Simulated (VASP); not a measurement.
A run of VASP 6.6.1 is set up as follows.

POSCAR

```
Al16GeN15
1.0
    6.2595139128      0.0000000578      0.0000000000
   -3.1297570064      5.4208980350      0.0000000000
    0.0000000000      0.0000000000     10.0348065929
Al N Ge
16 15 1
Direct
    0.3365027521      0.1606431354      0.2498647620
    0.1576777036      0.3393002229      0.5017066783
    0.3269940979      0.1716795798      0.7514965399
    0.1671305898      0.3290878017      1.0061098698
    0.3364607241      0.6612181353      0.2564040634
    0.1829766987      0.8630968617      0.5074027981
    0.3257239581      0.6612378937      0.7545608725
    0.1888844209      0.8396416378      0.9907154117
    0.8363957568      0.1613001479      0.2560916408
    0.6341182996      0.3136790511      0.5069630972
    0.8362980536      0.1714063071      0.7545667266
    0.6570963223      0.3081987098      0.9907381634
    0.8567686071      0.6405587273      0.1785798107
    0.6381140341      0.8583942578      0.5235822223
    0.8294804138      0.6692117650      0.7545975285
    0.6656259062      0.8301610467      0.9999482450
    0.3209805539      0.1759577913      0.4382821502
    0.1703811575      0.3274322960      0.1951893426
    0.3293212824      0.1676575280      0.9369820135
    0.1632666438      0.3338449987      0.6903915529
    0.3180332986      0.6769304233      0.4462086916
    0.1996498007      0.8360956430      0.1754324404
    0.3356413186      0.6577056653      0.9411128847
    0.1645977235      0.8347906399      0.6961865454
    0.8199053155      0.1780932411      0.4458487434
    0.6608746052      0.2977290935      0.1754648384
    0.8375565918      0.1600545454      0.9414736328
    0.6648684090      0.3346820455      0.6959891219
    0.6808341919      0.8178457179      0.2015964542
    0.8361069763      0.6606242887      0.9525198728
    0.6611175725      0.8360790317      0.7052094323
    0.8104311952      0.6867460871      0.4001553449
```

File INCAR.step1:

```
PREC = Accurate ; ENCUT = 580
ISMEAR = -1 ; SIGMA = 0.01
LREAL = Auto ; LASPH = True
NELM = 120 ; NBANDS = 90
NELECT = 136.0 ; GGA = PE
ALGO = Normal ; EDIFF = 1E-5
LWAVE = True ; LCHARG = False
GGA_COMPAT = False ; ISYM = -1
```

The input INCAR.step2:

```
PREC = Accurate ; ENCUT = 580
EDIFF = 1E-6 ; ISMEAR = -1
SIGMA = 0.01 ; LREAL = Auto
LASPH = True ; NELM = 120
ALGO = Normal ; ISIF = 2
LWAVE = False ; LCHARG = False
METAGGA = R2SCAN ; LMIXTAU = True
NBANDS = 90 ; NELECT = 136.0
ISTART = 1 ; GGA_COMPAT = False
ISYM = -1
```

The input KPOINTS:

```
explicit points
1
Reciprocal
  0.25000000   0.25000000   0.25000000 1
```

Potentials or basis: VASP PAW PBE potentials, release 64 (Al, N, Ge_d).

Run with:

```sh
$ cat potpaw_PBE.64/Al/POTCAR potpaw_PBE.64/N/POTCAR potpaw_PBE.64/Ge_d/POTCAR > POTCAR
$ cp INCAR.step1 INCAR
$ mpirun -np 1 vasp_std > vasp.out
$ cp INCAR.step2 INCAR
$ mpirun -np 1 vasp_std > vasp.out
```

Q: Predict the largest force.

A: 0.138 eV/Å.

Forces on the atoms (eV/Å):
```
Al   0.025 -0.013 -0.057
Al  -0.033  0.016  0.000
Al  -0.007 -0.001  0.065
Al   0.037 -0.021 -0.023
Al  -0.024  0.024 -0.030
Al   0.017 -0.014 -0.105
Al   0.007 -0.015  0.049
Al  -0.023 -0.008  0.110
Al  -0.035  0.011 -0.031
Al   0.027 -0.005 -0.099
Al   0.014 -0.003  0.049
Al  -0.009  0.014  0.120
Al  -0.043  0.020  0.103
Al   0.031 -0.024 -0.087
Al   0.013 -0.010  0.039
Al   0.053 -0.031 -0.010
N    0.095 -0.050  0.087
N    0.004 -0.007 -0.024
N    0.063 -0.036 -0.034
N   -0.009  0.009  0.024
N    0.020  0.061  0.052
N   -0.057 -0.058 -0.066
N   -0.029  0.064 -0.030
N   -0.012  0.011 -0.061
N   -0.052 -0.038  0.066
N    0.029  0.087 -0.068
N   -0.061  0.004 -0.041
N   -0.026 -0.004 -0.060
N    0.006 -0.011  0.011
N   -0.007  0.009  0.031
N   -0.022  0.018 -0.090
Ge   0.007 -0.002  0.112
```

Caveat: the cell carries a net charge on a neutralising background, which shifts energy and pressure; the PAW data sets were made with another functional, which shifts forces and pressure a little.
